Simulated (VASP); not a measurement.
# Mg6NO6 in VASP: a series of runs

Runs on Mg6NO6. Level: PBE+D3(BJ). Tasks: single point.

Program: VASP 6.6.1. These are calculated values, not measurements. Logs are shortened: lines on timing, memory, paths and dates and some standing lists are left out, and cuts for length are marked.

## (1) The cell of the first run

The cell holds a slab with vacuum, 26 atoms: a = 5.952 Å, b = 5.952 Å, c = 24.545 Å, α = 90.00°, β = 90.00°, γ = 120.00°.

## (2) Single point, PBE+D3(BJ)

INCAR

```
SYSTEM = Mg6NO6
PREC     = Accurate       ! precision mode
ENCUT    = 520            ! plane-wave cutoff, eV
EDIFF    = 1E-6           ! SCF threshold, eV
ISMEAR   = 0              ! smearing method
SIGMA    = 0.05           ! smearing width, eV
LREAL    = Auto         
LASPH    = .True.         ! aspherical terms in the spheres
NELM     = 100            ! most SCF steps
ALGO     = Normal         ! electronic algorithm
ISIF     = 2              ! what is computed and relaxed
LWAVE    = .False.        ! write WAVECAR
LCHARG   = .False.        ! write CHGCAR
LDIPOL   = .True.       
IDIPOL   = 3            
DIPOL    = 0.5 0.5 0.308
GGA      = PE             ! functional
IVDW     = 12             ! dispersion correction
NBANDS   = 72             ! bands
```

KPOINTS

```
Automatic mesh
0
Gamma
  6 6 1
  0 0 0
```

POSCAR

```
Mg6NO6
1.0
    5.9515779654      0.0000000000      0.0000000000
   -2.9757889827      5.1542177107      0.0000000000
    0.0000000000      0.0000000000     24.5450895495
O Mg N
12 12 2
Direct
    0.1666666667      0.3333333333      0.1629653863
    0.1666666667      0.8333333333      0.1629653863
    0.6666666667      0.3333333333      0.1629653863
    0.6666666667      0.8333333333      0.1629653863
    0.0000000000      0.0000000000      0.2619555132
    0.0000000000      0.5000000000      0.2619555132
    0.5000000000      0.0000000000      0.2619555132
    0.5000000000      0.5000000000      0.2619555132
    0.3333333333      0.1666666667      0.3629884506
    0.3333333333      0.6666666667      0.3629884506
    0.8333333333      0.1666666667      0.3629884506
    0.8333333333      0.6666666667      0.3629884506
    0.3333333333      0.1666666667      0.2124604498
    0.3333333333      0.6666666667      0.2124604498
    0.8333333333      0.1666666667      0.2124604498
    0.8333333333      0.6666666667      0.2124604498
    0.1666666667      0.3333333333      0.3075949074
    0.1666666667      0.8333333333      0.3075949074
    0.6666666667      0.3333333333      0.3075949074
    0.6666666667      0.8333333333      0.3075949074
    0.0000000000      0.0000000000      0.4092504747
    0.0000000000      0.5000000000      0.4092504747
    0.5000000000      0.0000000000      0.4092504747
    0.5000000000      0.5000000000      0.4092504747
    0.0000000000      0.0000000000      0.5477710530
    0.0000000000      0.0000000000      0.5925865343
```

Potentials or basis: VASP PAW PBE potentials, release 64 (O, Mg, N).

The run is started by

```sh
cat potpaw_PBE.64/O/POTCAR potpaw_PBE.64/Mg/POTCAR potpaw_PBE.64/N/POTCAR > POTCAR
mpirun -np 1 vasp_std > vasp.out
```

OUTCAR:

```text
SYSTEM = Mg6NO6
   PREC = Accurate
   ENCUT = 520
   EDIFF = 1E-6
   ISMEAR = 0
   LREAL = Auto
   LASPH = .True.
   NELM = 100
   ISIF = 2
   GGA = PE
   IVDW = 12
 IVDW          = 12

 ion  position               nearest neighbor table
   1  0.167  0.333  0.163-  13 2.10  15 2.10  14 2.10
   2  0.167  0.833  0.163-  14 2.10  16 2.10  13 2.10
   3  0.667  0.333  0.163-  15 2.10  13 2.10  16 2.10
   4  0.667  0.833  0.163-  16 2.10  14 2.10  15 2.10
   5  0.000  0.000  0.262-  20 2.05  17 2.05  18 2.05  13 2.10  16 2.10  15 2.10
   6  0.000  0.500  0.262-  19 2.05  18 2.05  17 2.05  14 2.10  15 2.10  16 2.10
   7  0.500  0.000  0.262-  18 2.05  19 2.05  20 2.05  15 2.10  14 2.10  13 2.10
   8  0.500  0.500  0.262-  17 2.05  20 2.05  19 2.05  16 2.10  13 2.10  14 2.10
   9  0.333  0.167  0.363-  21 2.06  24 2.06  23 2.06  17 2.19  19 2.19  18 2.19
  10  0.333  0.667  0.363-  22 2.06  23 2.06  24 2.06  18 2.19  20 2.19  17 2.19
  11  0.833  0.167  0.363-  23 2.06  22 2.06  21 2.06  19 2.19  17 2.19  20 2.19
  12  0.833  0.667  0.363-  24 2.06  21 2.06  22 2.06  20 2.19  18 2.19  19 2.19
  13  0.333  0.167  0.212-   5 2.10   8 2.10   7 2.10   1 2.10   3 2.10   2 2.10  17 2.90  19 2.90
                            18 2.90  15 2.98  15 2.98  14 2.98  14 2.98  16 2.98  16 2.98
  14  0.333  0.667  0.212-   6 2.10   7 2.10   8 2.10   2 2.10   4 2.10   1 2.10  18 2.90  20 2.90
                            17 2.90  16 2.98  16 2.98  15 2.98  13 2.98  13 2.98  15 2.98
  15  0.833  0.167  0.212-   7 2.10   6 2.10   5 2.10   3 2.10   1 2.10   4 2.10  19 2.90  17 2.90
[... 4 lines left out ...]
                            14 2.90  19 2.98  19 2.98  20 2.98  18 2.98  18 2.98  20 2.98  24 3.03
  18  0.167  0.833  0.308-   7 2.05   6 2.05   5 2.05  10 2.19  12 2.19   9 2.19  14 2.90  16 2.90
                            13 2.90  20 2.98  20 2.98  17 2.98  17 2.98  19 2.98  19 2.98  23 3.03
  19  0.667  0.333  0.308-   6 2.05   7 2.05   8 2.05  11 2.19   9 2.19  12 2.19  15 2.90  13 2.90
                            16 2.90  17 2.98  17 2.98  20 2.98  20 2.98  18 2.98  18 2.98  22 3.03
  20  0.667  0.833  0.308-   5 2.05   8 2.05   7 2.05  12 2.19  10 2.19  11 2.19  16 2.90  14 2.90
                            15 2.90  18 2.98  18 2.98  19 2.98  19 2.98  17 2.98  17 2.98  21 3.03
  21  0.000  0.000  0.409-   9 2.06  12 2.06  11 2.06  23 2.98  23 2.98  24 2.98  22 2.98  22 2.98
                            24 2.98  20 3.03  17 3.03  18 3.03
  22  0.000  0.500  0.409-  10 2.06  11 2.06  12 2.06  24 2.98  24 2.98  21 2.98  21 2.98  23 2.98
                            23 2.98  19 3.03  18 3.03  17 3.03
  23  0.500  0.000  0.409-  11 2.06  10 2.06   9 2.06  21 2.98  21 2.98  24 2.98  24 2.98  22 2.98
                            22 2.98  18 3.03  19 3.03  20 3.03
  24  0.500  0.500  0.409-  12 2.06   9 2.06  10 2.06  22 2.98  22 2.98  23 2.98  23 2.98  21 2.98
                            21 2.98  17 3.03  20 3.03  19 3.03
  25  0.000  0.000  0.548-  26 1.10
  26  0.000  0.000  0.593-  25 1.10

  LATTYP: Found a hexagonal cell.
 ALAT       =     5.9515779654
 C/A-ratio  =     4.1241313971

  Lattice vectors:

 A1 = (   5.9515779654,   0.0000000000,   0.0000000000)
 A2 = (  -2.9757889827,   5.1542177107,   0.0000000000)
 A3 = (   0.0000000000,   0.0000000000,  24.5450895495)

Analysis of symmetry for initial positions (statically):
=====================================================================
 Subroutine PRICEL returns:
 Original cell was already a primitive cell.

 Routine SETGRP: Setting up the symmetry group for a
 hexagonal supercell.

 Subroutine GETGRP returns: Found  6 space group operations
 (whereof  6 operations were pure point group operations)
 out of a pool of 24 trial point group operations.

The static configuration has the point symmetry C_3v.

Analysis of symmetry for dynamics (positions and initial velocities):
=====================================================================
 Subroutine PRICEL returns:
 Original cell was already a primitive cell.

 Routine SETGRP: Setting up the symmetry group for a
 hexagonal supercell.

 Subroutine GETGRP returns: Found  6 space group operations
 (whereof  6 operations were pure point group operations)
 out of a pool of 24 trial point group operations.

The dynamic configuration has the point symmetry C_3v.

 Subroutine INISYM returns: Found  6 space group operations
 (whereof  6 operations are pure point group operations),
 and found     1 'primitive' translations

----------------------------------------------------------------------------------------

                                     Primitive cell

  volume of cell :     752.9385

  direct lattice vectors                    reciprocal lattice vectors
     5.951577965  0.000000000  0.000000000     0.168022667  0.097007932  0.000000000
    -2.975788983  5.154217711  0.000000000     0.000000000  0.194015864  0.000000000
[... 85 lines left out ...]

 Found      7 irreducible k-points:

 Following reciprocal coordinates:
            Coordinates               Weight
  0.000000  0.000000  0.000000      1.000000
  0.166667  0.000000  0.000000      6.000000
  0.333333  0.000000  0.000000      6.000000
  0.500000  0.000000  0.000000      3.000000
  0.166667  0.166667  0.000000      6.000000
  0.333333  0.166667  0.000000     12.000000
  0.333333  0.333333  0.000000      2.000000
   k-points           NKPTS =      7   k-points in BZ     NKDIM =      7   number of bands    NBANDS=     72
   number of dos      NEDOS =    301   number of ions     NIONS =     26
   total plane-waves  NPLWV = 442368
   dimension x,y,z NGX =    48 NGY =   48 NGZ =  192
   dimension x,y,z NGXF=    96 NGYF=   96 NGZF=  384
   ions per type =              12  12   2
   NGX,Y,Z   is equivalent  to a cutoff of  13.41, 13.41, 13.00 a.u.
   NGXF,Y,Z  is equivalent  to a cutoff of  26.82, 26.82, 26.01 a.u.
 SYSTEM =  Mg6NO6
   PREC   = accura    normal or accurate (medium, high low for compatibility)
   ISTART =      0    job   : 0-new  1-cont  2-samecut
   ICHARG =      2    charge: 1-file 2-atom 10-const
   ISPIN  =      1    spin polarized calculation?
   LNONCOLLINEAR =      F non collinear calculations
   LSORBIT =      F    spin-orbit coupling
   LASPH  =      T    aspherical Exc in radial PAW
   ENCUT  =  520.0 eV  38.22 Ry    6.18 a.u.  11.07 11.07 45.64*2*pi/ulx,y,z
   NELM   =    100;   NELMIN=  2; NELMDL= -5     # of ELM steps
   EDIFF  = 0.1E-05   stopping-criterion for ELM
   LREAL  =      T    real-space projection
   EDIFFG = 0.1E-04   stopping-criterion for IOM
   NSW    =      0    number of steps for IOM
   IBRION =     -1    ionic relax: 0-MD 1-quasi-New 2-CG
   NFREE  =      0    steps in history (QN), initial steepest desc. (CG)
   ISIF   =      2    stress and relaxation
   ISYM   =      2    0-nonsym 1-usesym 2-fastsym
   POTIM  = 0.5000    time-step for ionic-motion
   TEBEG  =    0.0;   TEEND  =   0.0 temperature during run
   PSTRESS=    0.0 pullay stress
   NELECT =     106.0000    total number of electrons
   NUPDOWN=      -1.0000    fix difference up-down
   EMIN   =  10.00;   EMAX   =-10.00  energy-range for DOS
   EFERMI =   0.00;   METHOD = LEGACY
   ISMEAR =     0;   SIGMA  =   0.05  broadening in eV -4-tet -1-fermi 0-gaus
   EFERMI_NEDOS =   21; number of points for ismear=-14 and -15
   IALGO  =     38    algorithm
   IMIX   =      4    mixing-type and parameters
     AMIX     =   0.40;   BMIX     =  1.00
     AMIX_MAG =   1.60;   BMIX_MAG =  1.00
  volume/ion in A,a.u.               =      28.96       195.43
  Fermi-wavevector in a.u.,A,eV,Ry     =   0.851642  1.609370  9.868220  0.725294
  Thomas-Fermi vector in A             =   1.967806
   LORBIT       =      0    0 simple, 1 ext, 2 COOP (PROOUT), +10 PAW based schemes
   GGA     = PE    functional components
   LHFCALC =     F    Hartree Fock is set to
   AEXX    =    0.0000 exact exchange contribution
   IVDW    =    12    specifies the selected vdW correction
   LEPSILON=     F    determine dielectric tensor
   LRPA    =     F    only Hartree local field effects (RPA)
 non-spin polarized calculation
 Gauss-broadening in eV      SIGMA  =   0.05
  energy-cutoff  :      520.00
  volume of cell :      752.94
 maximum number of plane-waves:     20320
 NGX is ok and might be reduce to    48
   NGX = 23   NGY = 23   NGZ = 91

 dipolmoment           0.000000      0.000000      0.161409 electrons x Angstroem

 number of electron     105.9999993 magnetization

 dipolmoment           0.000000      0.000000     -0.967062 electrons x Angstroem

 Free energy of the ion-electron system (eV)
  ---------------------------------------------------
  ext. energy  EPLUGINS =         0.00000000
  ---------------------------------------------------
  free energy    TOTEN  =      -137.83010970 eV

  energy without entropy =     -137.81365100  energy(sigma->0) =     -137.82188035

 E-fermi :  -3.0789     XC(G=0):  -4.5989

 val. band max:       -3.1111231943   @ k =   0.1667   0.0000   0.0000
 cond. band min:      -3.0554824987   @ k =   0.3333   0.1667   0.0000
 fundamental gap:      0.0556406956
 Fermi energy:        -3.0788995219

 k-point     1 :       0.0000    0.0000    0.0000
  band No.  band energies     occupation
      1     -27.2697      2.00000
      2     -23.0224      2.00000
      3     -22.1437      2.00000
      4     -22.1437      2.00000
      5     -22.1226      2.00000
      6     -21.9008      2.00000
[... 465 lines left out ...]
     64       2.4000      0.00000
     65       2.6613      0.00000
 [bands above 65 left out]

------------------------ aborting loop because EDIFF is reached ----------------------------------------

 vacuum level on the upper side and lower side of the slab       (xc-potential included)        -3.043         2.543

 Edisp (eV)   -5.09512

 E8    (eV) :    -2.0635

  FORCE on cell =-STRESS in cart. coord.  units (eV):
  Direction    XX          YY          ZZ          XY          YZ          ZX
  --------------------------------------------------------------------------------------
  -------------------------------------------------------------------------------------
  Total       2.02692     2.02692     2.46344     0.00000     0.00000     0.00000
  in kB       4.31308     4.31308     5.24195     0.00000     0.00000     0.00000
  external pressure =        4.62 kB  Pullay stress =        0.00 kB

 VOLUME and BASIS-vectors are now :
 -----------------------------------------------------------------------------
  energy-cutoff  :      520.00
  volume of cell :      752.94
      direct lattice vectors                 reciprocal lattice vectors
     5.951577965  0.000000000  0.000000000     0.168022667  0.097007932  0.000000000
    -2.975788983  5.154217711  0.000000000     0.000000000  0.194015864  0.000000000
     0.000000000  0.000000000 24.545089549     0.000000000  0.000000000  0.040741347

 POSITION                                       TOTAL-FORCE (eV/Angst)
 -----------------------------------------------------------------------------------
      0.00000      1.71807      4.00000         0.000000      0.000274      1.296514
     -1.48789      4.29518      4.00000         0.000238     -0.000137      1.296514
      2.97579      1.71807      4.00000         0.000000      0.000000      1.294646
      1.48789      4.29518      4.00000        -0.000238     -0.000137      1.296514
      0.00000      0.00000      6.42972         0.000000     -0.000000      1.441112
     -1.48789      2.57711      6.42972        -0.003241     -0.001871      1.441778
[... 18 lines left out ...]
      0.00000      0.00000     13.44509         0.000000     -0.000000     -2.119799
      0.00000      0.00000     14.54509         0.000000      0.000000      2.220088
 -----------------------------------------------------------------------------------
    total drift:                               -0.000000      0.000001     -0.006021

  FREE ENERGIE OF THE ION-ELECTRON SYSTEM (eV)
  ---------------------------------------------------
  free  energy   TOTEN  =      -142.9252313400 eV

  energy  without entropy=     -142.9087726427  energy(sigma->0) =     -142.91700199

 vacuum level on the upper side and lower side of the slab         1.060         6.768
```

Wall time 17 min (1 thread of AMD EPYC 9R14 (Zen 4), shared host); peak memory 0.94 GiB.

What came out:

* Free energy: -142.9252 eV
* Largest force: 2.710 eV/Å
* Band gap on the k mesh: zero (bands 53 and 54 overlap by 0.50 eV)
* Dispersion energy per atom: -0.196 eV

Forces in eV/Å, atoms in the order of the input:
```
O    0.000  0.000  1.297
O    0.000  0.000  1.297
O    0.000  0.000  1.295
O    0.000  0.000  1.297
O    0.000  0.000  1.441
O   -0.003 -0.002  1.442
O    0.000  0.004  1.442
O    0.003 -0.002  1.442
O   -0.023 -0.013  0.007
O    0.000  0.000 -0.042
O    0.023 -0.013  0.007
O    0.000  0.027  0.007
Mg   0.000  0.000 -2.710
Mg   0.000  0.000 -2.710
Mg   0.000  0.000 -2.710
Mg   0.000  0.000 -2.710
Mg   0.000  0.009  0.023
Mg   0.008 -0.005  0.023
Mg   0.000  0.000  0.015
Mg  -0.008 -0.005  0.023
Mg   0.000  0.000 -0.104
Mg   0.006  0.004 -0.056
Mg   0.000 -0.007 -0.056
Mg  -0.006  0.004 -0.056
N    0.000  0.000 -2.120
N    0.000  0.000  2.220
```

Levels at points of the mesh, in eV from the Fermi level:
| k point | band 51 | band 52 | band 53 | band 54 | band 55 | band 56 |
| --- | --- | --- | --- | --- | --- | --- |
| (0.00, 0.00, 0.00) | -0.06 | -0.06 | 0.45 | 0.45 | 1.58 | 1.58 |
| (0.50, 0.00, 0.00) | -0.36 | -0.16 | -0.16 | 0.18 | 0.18 | 1.10 |

Caveat: the standard files for N, O and F lose accuracy on very short bonds.

[end of part 1 of 2]

The gap in the log of VASP goes by the Fermi energy; the results here count the filled bands.